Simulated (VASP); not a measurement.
A run of VASP 6.6.1:

The input INCAR:

```
PREC     = Accurate       # precision mode
ENCUT    = 520            # plane-wave cutoff, eV
EDIFF    = 1E-7           # SCF threshold, eV
ISMEAR   = 0              # smearing method
SIGMA    = 0.02           # smearing width, eV
LREAL    = False          # projectors in reciprocal space
LASPH    = True           # aspherical terms in the spheres
NELM     = 150            # most SCF steps
ALGO     = Normal         # electronic algorithm
ISIF     = 2              # what is computed and relaxed
LWAVE    = False          # write WAVECAR
LCHARG   = False          # write CHGCAR
ISPIN    = 2              # spin polarisation
MAGMOM   = 1.91 0.21      # initial moments
LORBIT   = 11             # projections on sites
LMAXMIX  = 4              # l up to which the mixer works
LDAU     = True           # DFT+U
LDAUTYPE = 2            
LDAUL    = 2 -1           # shell
LDAUU    = 6.2 0          # U, eV
LDAUJ    = 0 0          
LDAUPRINT= 1            
GGA      = PE             # functional
NBANDS   = 19             # bands
```

File KPOINTS:

```
Automatic mesh
0
Gamma
  12 12 12
```

POSCAR

```
NiO
1.0
    0.0000000000      2.1337134515      2.1337134515
    2.1337134515      0.0000000000      2.1337134515
    2.1337134515      2.1337134515      0.0000000000
Ni O
1 1
Direct
    0.0000000000      0.0000000000      0.0000000000
    0.5000000000      0.5000000000      0.5000000000
```

Potentials or basis: VASP PAW PBE potentials, release 64 (Ni, O).

Command:

```bash
$ cat potpaw_PBE.64/Ni/POTCAR potpaw_PBE.64/O/POTCAR > POTCAR
$ mpirun -np 1 vasp_std > vasp.out
```

Hardware: 1 thread of Intel(R) Xeon(R) Platinum 8488C (Sapphire Rapids), with other jobs on the host.

Task: How long does it take, and how much memory?

Result: Run time: 29 s on 1 thread of Intel(R) Xeon(R) Platinum 8488C (Sapphire Rapids) (shared host), peak memory 0.17 GiB. Counts: scf iterations 15, k points 72.
